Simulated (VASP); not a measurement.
# BaTiO3 (R3m) in VASP: further runs

BaTiO3 is run at these levels: PBE; tasks: single point.

Program: VASP 6.6.1. These are calculated values, not measurements. Logs are shortened: lines on timing, memory, paths and dates and some standing lists are left out, and cuts for length are marked.

## 1. The cell of the first run

Symmetry: R3m, No. 160, trigonal system. The conventional cell has a = 5.540 Å, b = 5.540 Å, c = 6.811 Å, α = 90.00°, β = 90.00°, γ = 120.00°. Ba (site symmetry 3m) has 12 O at 2.76 to 2.80 Å and 8 Ti at 3.38 to 3.43 Å within 3.6 Å. Within 2.6 Å of Ti (site symmetry 3m) lie 6 O at 1.93 to 2.00 Å. Within 2.6 Å of O (site symmetry m) lie 2 Ti at 1.93 to 2.00 Å.

## 2. Single point, PBE (volume scaled by 0.94, then relaxed in part)

File INCAR:

```
SYSTEM = BaTiO3
ALGO = Normal ; EDIFF = 1E-6
ENCUT = 520 ; GGA = PE
ISIF = 2 ; ISMEAR = -1
LASPH = .TRUE. ; LCHARG = .FALSE.
LREAL = .FALSE. ; LWAVE = .FALSE.
NBANDS = 28 ; NELM = 100
PREC = Accurate ; SIGMA = 0.02
```

File KPOINTS:

```
k-points
0
G
  8 8 8
  0 0 0
```

File POSCAR:

```
BaTiO3
1.0
    2.7699434315      1.5992275858      2.2704180834
   -2.7699434315      1.5992275858      2.2704180834
    0.0000000000     -3.1984551716      2.2704180834
Ba Ti O
1 1 3
Direct
    0.0025509934      0.0025509934      0.0025509934
    0.4986397109      0.4986397109      0.4986397109
    0.5064318393      0.5064318393      0.0072456170
    0.0072456170      0.5064318393      0.5064318393
    0.5064318393      0.0072456170      0.5064318393
```

Potentials or basis: VASP PAW PBE potentials, release 64 (Ba_sv, Ti_sv, O).

Run with:

```console
cat potpaw_PBE.64/Ba_sv/POTCAR potpaw_PBE.64/Ti_sv/POTCAR potpaw_PBE.64/O/POTCAR > POTCAR
mpirun -np 1 vasp_std > vasp.out
```

OUTCAR:

```text
SYSTEM = BaTiO3
   EDIFF = 1E-6
   ENCUT = 520
   GGA = PE
   ISIF = 2
   ISMEAR = -1
   LASPH = .TRUE.
   LREAL = .FALSE.
   NELM = 100
   PREC = Accurate

 ion  position               nearest neighbor table
   1  0.003  0.003  0.003-   3 2.76   4 2.76   5 2.76   4 2.77   5 2.77   5 2.77   4 2.77   3 2.77
                             3 2.77   3 2.80   4 2.80   5 2.80   2 3.38   2 3.39   2 3.39   2 3.39
   2  0.499  0.499  0.499-   3 1.93   4 1.93   5 1.93   3 2.00   4 2.00   5 2.00   1 3.38   1 3.39
                             1 3.39   1 3.39   1 3.40   1 3.40   1 3.40   1 3.43
   3  0.506  0.506  0.007-   2 1.93   2 2.00   1 2.76   1 2.77   1 2.77   1 2.80
   4  0.007  0.506  0.506-   2 1.93   2 2.00   1 2.76   1 2.77   1 2.77   1 2.80
   5  0.506  0.007  0.506-   2 1.93   2 2.00   1 2.76   1 2.77   1 2.77   1 2.80

  LATTYP: Found a trigonal (rhomboedric) cell.
 ALAT       =     3.9223607379
 COS(alpha) =     0.0025830844

  Lattice vectors:

 A1 = (   2.7699434315,   1.5992275858,   2.2704180834)
 A2 = (  -2.7699434315,   1.5992275858,   2.2704180834)
 A3 = (   0.0000000000,  -3.1984551716,   2.2704180834)

Analysis of symmetry for initial positions (statically):
=====================================================================
 Subroutine PRICEL returns:
 Original cell was already a primitive cell.

 Routine SETGRP: Setting up the symmetry group for a
 trigonal (rhombohedral) supercell.

 Subroutine GETGRP returns: Found  6 space group operations
 (whereof  6 operations were pure point group operations)
 out of a pool of 12 trial point group operations.

The static configuration has the point symmetry C_3v.

Analysis of symmetry for dynamics (positions and initial velocities):
=====================================================================
 Subroutine PRICEL returns:
 Original cell was already a primitive cell.

 Routine SETGRP: Setting up the symmetry group for a
 trigonal (rhombohedral) supercell.

 Subroutine GETGRP returns: Found  6 space group operations
 (whereof  6 operations were pure point group operations)
 out of a pool of 12 trial point group operations.

The dynamic configuration has the point symmetry C_3v.

 Subroutine INISYM returns: Found  6 space group operations
 (whereof  6 operations are pure point group operations),
 and found     1 'primitive' translations

----------------------------------------------------------------------------------------

                                     Primitive cell

  volume of cell :      60.3446

  direct lattice vectors                    reciprocal lattice vectors
     2.769943432  1.599227586  2.270418083     0.180509101  0.104216978  0.146815838
    -2.769943432  1.599227586  2.270418083    -0.180509101  0.104216978  0.146815838
     0.000000000 -3.198455172  2.270418083     0.000000000 -0.208433957  0.146815838

  length of vectors
     3.922360738  3.922360738  3.922360738     0.254950200  0.254950200  0.254950200

  position of ions in fractional coordinates (direct lattice)
     0.002550993  0.002550993  0.002550993
     0.498639711  0.498639711  0.498639711
     0.506431839  0.506431839  0.007245617
     0.007245617  0.506431839  0.506431839
     0.506431839  0.007245617  0.506431839

  ion indices of the primitive-cell ions
   primitive index   ion index
                 1           1
                 2           2
                 3           3
                 4           4
                 5           5

----------------------------------------------------------------------------------------

 KPOINTS: k-points

Automatic generation of k-mesh.
 Grid dimensions read from file:
 generate k-points for:    8    8    8

 Generating k-lattice:

  Cartesian coordinates                     Fractional coordinates (reciprocal lattice)
     0.022563638  0.013027122  0.018351980     0.125000000  0.000000000  0.000000000
    -0.022563638  0.013027122  0.018351980     0.000000000  0.125000000  0.000000000
     0.000000000 -0.026054245  0.018351980     0.000000000  0.000000000  0.125000000

  Length of vectors
     0.031868775  0.031868775  0.031868775

  Shift w.r.t. Gamma in fractional coordinates (k-lattice)
     0.000000000  0.000000000  0.000000000

 Subroutine IBZKPT returns following result:
 ===========================================

 Found     65 irreducible k-points:

 Following reciprocal coordinates:
            Coordinates               Weight
  0.000000  0.000000  0.000000      1.000000
  0.125000  0.000000  0.000000      6.000000
  0.250000  0.000000  0.000000      6.000000
  0.375000  0.000000  0.000000      6.000000
  0.500000  0.000000  0.000000      3.000000
  0.125000  0.125000  0.000000      6.000000
[... 16 lines left out ...]
  0.250000  0.125000  0.125000      6.000000
  0.375000  0.125000  0.125000      6.000000
 [... further k-points ...]
   k-points           NKPTS =     65   k-points in BZ     NKDIM =     65   number of bands    NBANDS=     28
   number of dos      NEDOS =    301   number of ions     NIONS =      5
   total plane-waves  NPLWV =  27000
   dimension x,y,z NGX =    30 NGY =   30 NGZ =   30
   dimension x,y,z NGXF=    60 NGYF=   60 NGZF=   60
   ions per type =               1   1   3
   NGX,Y,Z   is equivalent  to a cutoff of  12.72, 12.72, 12.72 a.u.
   NGXF,Y,Z  is equivalent  to a cutoff of  25.43, 25.43, 25.43 a.u.
 SYSTEM =  BaTiO3
   PREC   = accura    normal or accurate (medium, high low for compatibility)
   ISTART =      0    job   : 0-new  1-cont  2-samecut
   ICHARG =      2    charge: 1-file 2-atom 10-const
   ISPIN  =      1    spin polarized calculation?
   LNONCOLLINEAR =      F non collinear calculations
   LSORBIT =      F    spin-orbit coupling
   LASPH  =      T    aspherical Exc in radial PAW
   ENCUT  =  520.0 eV  38.22 Ry    6.18 a.u.   7.29  7.29  7.29*2*pi/ulx,y,z
   NELM   =    100;   NELMIN=  2; NELMDL= -5     # of ELM steps
   EDIFF  = 0.1E-05   stopping-criterion for ELM
   LREAL  =      F    real-space projection
   EDIFFG = 0.1E-04   stopping-criterion for IOM
   NSW    =      0    number of steps for IOM
   IBRION =     -1    ionic relax: 0-MD 1-quasi-New 2-CG
   NFREE  =      0    steps in history (QN), initial steepest desc. (CG)
   ISIF   =      2    stress and relaxation
   ISYM   =      2    0-nonsym 1-usesym 2-fastsym
   POTIM  = 0.5000    time-step for ionic-motion
   TEBEG  =    0.0;   TEEND  =   0.0 temperature during run
   PSTRESS=    0.0 pullay stress
   NELECT =      40.0000    total number of electrons
   NUPDOWN=      -1.0000    fix difference up-down
   EMIN   =  10.00;   EMAX   =-10.00  energy-range for DOS
   EFERMI =   0.00;   METHOD = LEGACY
   ISMEAR =    -1;   SIGMA  =   0.02  broadening in eV -4-tet -1-fermi 0-gaus
   EFERMI_NEDOS =   21; number of points for ismear=-14 and -15
   IALGO  =     38    algorithm
   IMIX   =      4    mixing-type and parameters
     AMIX     =   0.40;   BMIX     =  1.00
     AMIX_MAG =   1.60;   BMIX_MAG =  1.00
  volume/ion in A,a.u.               =      12.07        81.45
  Fermi-wavevector in a.u.,A,eV,Ry     =   1.427410  2.697414 27.721862  2.037499
  Thomas-Fermi vector in A             =   2.547583
   LORBIT       =      0    0 simple, 1 ext, 2 COOP (PROOUT), +10 PAW based schemes
   GGA     = PE    functional components
[... 5 lines left out ...]
 non-spin polarized calculation
  energy-cutoff  :      520.00
  volume of cell :       60.34
 maximum number of plane-waves:      1647
 NGX is ok and might be reduce to    30
   NGX = 15   NGY = 15   NGZ = 15

 number of electron      39.9999986 magnetization

 Free energy of the ion-electron system (eV)
  ---------------------------------------------------
  ext. energy  EPLUGINS =         0.00000000
  ---------------------------------------------------
  free energy    TOTEN  =       -39.73140245 eV

  energy without entropy =      -39.73140245  energy(sigma->0) =      -39.73140245

 E-fermi :   4.8227     XC(G=0): -11.5823

 val. band max:        4.3114948793   @ k =   0.5000   0.5000   0.5000
 cond. band min:       6.2293338632   @ k =   0.0000   0.0000   0.0000
 fundamental gap:      1.9178389839
 Fermi energy:         4.8226927172

 k-point     1 :       0.0000    0.0000    0.0000
  band No.  band energies     occupation
      1     -52.0387      2.00000
      2     -28.2908      2.00000
      3     -28.2908      2.00000
      4     -28.2870      2.00000
      5     -20.3755      2.00000
      6     -12.7081      2.00000
[... 20 lines left out ...]
     27       9.4350      0.00000
     28      12.3879      0.00000

 k-point     2 :       0.1250    0.0000    0.0000
  band No.  band energies     occupation
      1     -52.0385      2.00000
      2     -28.3004      2.00000
      3     -28.2904      2.00000
      4     -28.2876      2.00000
      5     -20.3518      2.00000
      6     -12.7280      2.00000
[... 20 lines left out ...]
     27       9.7704      0.00000
     28      12.7741      0.00000

 k-point     3 :       0.2500    0.0000    0.0000
  band No.  band energies     occupation
      1     -52.0380      2.00000
      2     -28.3255      2.00000
      3     -28.2894      2.00000
      4     -28.2868      2.00000
      5     -20.2934      2.00000
      6     -12.8392      2.00000
[... 20 lines left out ...]
     27      10.6568      0.00000
     28      12.9822      0.00000

 k-point     4 :       0.3750    0.0000    0.0000
  band No.  band energies     occupation
      1     -52.0375      2.00000
      2     -28.3506      2.00000
      3     -28.2884      2.00000
      4     -28.2858      2.00000
      5     -20.2335      2.00000
      6     -12.9946      2.00000
[... 20 lines left out ...]
     27      11.7237      0.00000
     28      12.8319      0.00000

 k-point     5 :       0.5000    0.0000    0.0000
  band No.  band energies     occupation
      1     -52.0372      2.00000
      2     -28.3610      2.00000
      3     -28.2880      2.00000
      4     -28.2854      2.00000
      5     -20.2082      2.00000
      6     -13.0643      2.00000
[... 20 lines left out ...]
     27      12.2577      0.00000
     28      12.7690      0.00000

 k-point     6 :       0.1250    0.1250    0.0000
  band No.  band energies     occupation
      1     -52.0383      2.00000
      2     -28.3005      2.00000
      3     -28.2990      2.00000
      4     -28.2884      2.00000
      5     -20.3295      2.00000
      6     -12.7272      2.00000
[... 463 lines left out ...]
      5     -20.1078      2.00000
      6     -12.4049      2.00000
[... 20 lines left out ...]
     27      12.8699      0.00000
     28      14.6641      0.00000

 k-point    22 :       0.1250    0.1250    0.1250
  band No.  band energies     occupation
      1     -52.0381      2.00000
      2     -28.3001      2.00000
      3     -28.3001      2.00000
      4     -28.2973      2.00000
      5     -20.3084      2.00000
      6     -12.7120      2.00000
[... 20 lines left out ...]
     27      10.3352      0.00000
     28      12.8856      0.00000

 k-point    23 :       0.2500    0.1250    0.1250
  band No.  band energies     occupation
      1     -52.0375      2.00000
      2     -28.3243      2.00000
      3     -28.2990      2.00000
      4     -28.2970      2.00000
      5     -20.2562      2.00000
      6     -12.7437      2.00000
[... 20 lines left out ...]
     27      11.1601      0.00000
     28      13.1065      0.00000

 k-point    24 :       0.3750    0.1250    0.1250
  band No.  band energies     occupation
      1     -52.0370      2.00000
      2     -28.3492      2.00000
      3     -28.2980      2.00000
      4     -28.2959      2.00000
      5     -20.2026      2.00000
      6     -12.8437      2.00000
[... 20 lines left out ...]
     27      12.1639      0.00000
     28      13.3131      0.00000

 [... further k-points ...]
[... 5 lines left out ...]
  --------------------------------------------------------------------------------------
  -------------------------------------------------------------------------------------
  Total        6.3616134      6.3616134      5.9816991      0.0000000     -0.0000000      0.0000000
  in kB      168.9038669    168.9038669    158.8169621      0.0000000     -0.0000000      0.0000000
  external PRESSURE =     165.5415653 kB  Pullay stress =       0.0000000 kB

 VOLUME and BASIS-vectors are now :
 -----------------------------------------------------------------------------
  energy-cutoff  :      520.00
  volume of cell :       60.34
      direct lattice vectors                 reciprocal lattice vectors
     2.769943432  1.599227586  2.270418083     0.180509101  0.104216978  0.146815838
    -2.769943432  1.599227586  2.270418083    -0.180509101  0.104216978  0.146815838
     0.000000000 -3.198455172  2.270418083     0.000000000 -0.208433957  0.146815838

 POSITION                                       TOTAL-FORCE (eV/Angst)
 -----------------------------------------------------------------------------------
      0.00000      0.00000      0.01738         0.000000     -0.000000      0.018568
      0.00000      0.00000      3.39636         0.000000      0.000000      0.018041
      0.00000      1.59662      2.31607         0.000000     -0.003399     -0.012203
     -1.38272     -0.79831      2.31607         0.002944      0.001700     -0.012203
      1.38272     -0.79831      2.31607        -0.002944      0.001700     -0.012203
 -----------------------------------------------------------------------------------
    total drift:                                0.000000      0.000001     -0.000305

  FREE ENERGIE OF THE ION-ELECTRON SYSTEM (eV)
  ---------------------------------------------------
  free  energy   TOTEN  =       -39.7314024516 eV

  energy  without entropy=      -39.7314024516  energy(sigma->0) =      -39.73140245
```

Wall time 56 s (1 thread of Intel Xeon 6975P-C (Granite Rapids), shared host); peak memory 0.24 GiB.

Results:

```
Free energy            : -39.7314 eV
Pressure               : 16.6 GPa
Largest force          : 0.019 eV/Å
Band gap on the k mesh : 1.92 eV, indirect (least direct gap 2.02 eV)
```

Forces in eV/Å, atoms in the order of the input:
```
Ba   0.000  0.000  0.019
Ti   0.000  0.000  0.018
O    0.000 -0.003 -0.012
O    0.003  0.002 -0.012
O   -0.003  0.002 -0.012
```

Stress tensor (GPa, compression positive):
```
16.89  0.00  0.00
 0.00 16.89  0.00
 0.00  0.00 15.88
```

Caveat: spin-orbit coupling is left out, which moves the levels of the heavy elements.

(Part 1 of 2 ends here.)
